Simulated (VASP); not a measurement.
Input of a VASP 6.6.1 run:

POSCAR

```
Ca
1.0
   -2.3072000000      2.3072000000      2.2736000000
    2.3072000000     -2.3072000000      2.2736000000
    2.3072000000      2.3072000000     -2.2736000000
Ca
1
Direct
    0.0000000000      0.0000000000      0.0000000000
```

Contents of INCAR.step1:

```
PREC     = Accurate       # precision mode
ENCUT    = 520            # plane-wave cutoff, eV
ISMEAR   = 0              # smearing method
SIGMA    = 0.15           # smearing width, eV
LREAL    = False          # projectors in reciprocal space
LASPH    = True           # aspherical terms in the spheres
NELM     = 80             # most SCF steps
NBANDS   = 11             # bands
GGA      = PE             # functional
ALGO     = Normal         # electronic algorithm
EDIFF    = 1E-4           # SCF threshold, eV
LWAVE    = True           # write WAVECAR
LCHARG   = False          # write CHGCAR
```

File INCAR.step2:

```
PREC     = Accurate       # precision mode
ENCUT    = 520            # plane-wave cutoff, eV
EDIFF    = 1E-7           # SCF threshold, eV
ISMEAR   = 0              # smearing method
SIGMA    = 0.15           # smearing width, eV
LREAL    = False          # projectors in reciprocal space
LASPH    = True           # aspherical terms in the spheres
NELM     = 80             # most SCF steps
ALGO     = Normal         # electronic algorithm
ISIF     = 2              # what is computed and relaxed
LWAVE    = False          # write WAVECAR
LCHARG   = False          # write CHGCAR
METAGGA  = R2SCAN         # meta-GGA
LMIXTAU  = True         
NBANDS   = 11             # bands
ISTART   = 1
```

KPOINTS

```
regular mesh
0
Gamma
  16 16 16
```

Potentials or basis: VASP PAW PBE potentials, release 64 (Ca_sv).

Launch:

```sh
$ cat potpaw_PBE.64/Ca_sv/POTCAR > POTCAR
$ cp INCAR.step1 INCAR
$ mpirun -np 1 vasp_std > vasp.out
$ cp INCAR.step2 INCAR
$ mpirun -np 1 vasp_std > vasp.out
```

Task: What does it give for the band gap on the k mesh?

Result: Zero (bands 5 and 6 overlap by 0.64 eV).

Task: What does it give for the pressure?

Result: -1.6 GPa.

Caveat: the cell differs from its parent crystal (strain +0.030 along x and y, +0.015 along z); the PAW data sets were made with another functional, which shifts forces and pressure a little.
